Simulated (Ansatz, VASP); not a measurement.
# InAs: VASP beside Ansatz

INCAR

```
PREC = Accurate
ENCUT = 520
EDIFF = 1E-7
ISMEAR = -1
SIGMA = 0.02
LREAL = F
LASPH = T
NELM = 80
ALGO = Normal
ISIF = 2
LWAVE = F
LCHARG = F
GGA = PE
NBANDS = 16
```

The input KPOINTS:

```
Automatic mesh
0
Gamma
  8 8 8
```

Contents of POSCAR:

```
InAs
1.0
    0.0000000000      3.0545904655      3.0545904655
    3.0545904655      0.0000000000      3.0545904655
    3.0545904655      3.0545904655      0.0000000000
In As
1 1
Direct
    0.0000000000      0.0000000000      0.0000000000
    0.2500000000      0.2500000000      0.2500000000
```

Input for Ansatz:

```yaml
crystal:
  lattice:
    - [0.0, 3.0545904655, 3.0545904655]
    - [3.0545904655, 0.0, 3.0545904655]
    - [3.0545904655, 3.0545904655, 0.0]
  atoms:
    - { symbol: In, position: [0.0, 0.0, 0.0] }
    - { symbol: As, position: [0.25, 0.25, 0.25] }
kpoints:
  mp_grid: { grid: [8, 8, 8] }
  band_path:
    path:
      - [[0.0, 0.0, 0.0], [-0.5, -0.5, -1.248470964891e-33], [-0.375, -0.375, 0.25]]
      - [[-0.375, -4.615815157609e-18, 0.375], [0.0, 0.0, 0.0], [-3.077210105072e-18, -3.077210105072e-18, 0.5], [-0.5, -0.25, 0.25], [-0.5, -0.5, -1.248470964891e-33]]
    npoints: 10
hamiltonian:
  xc: pbe
scf:
  occupations: { method: fermi_dirac, width: 0.02 }
  n_extra_bands: 4
output:
  forces: true
  stress: true
  eigenvalues: true
```

Alike in both runs: task single point; functional PBE; k mesh 8 × 8 × 8; occupations fermi-dirac, width 0.02 eV; no spin polarisation.

|  | VASP | Ansatz |
| --- | --- | --- |
| version | VASP 6.6.1 | Ansatz 0.2.0 |
| potentials or method | VASP PAW PBE potentials, release 64 (In_d, As) | plane waves, PAW |
| plane-wave cutoff (eV) | 520 | 420 |
| valence electrons in the cell | 18 | 28 |

|  | VASP | Ansatz | Ansatz less VASP |
| --- | --- | --- | --- |
| pressure (GPa) | 2.1 | 2.0 | -0.06 |

VASP's potentials hold 18 valence electrons a cell and Ansatz's 28, so a difference there can come from the potentials and not from the codes.
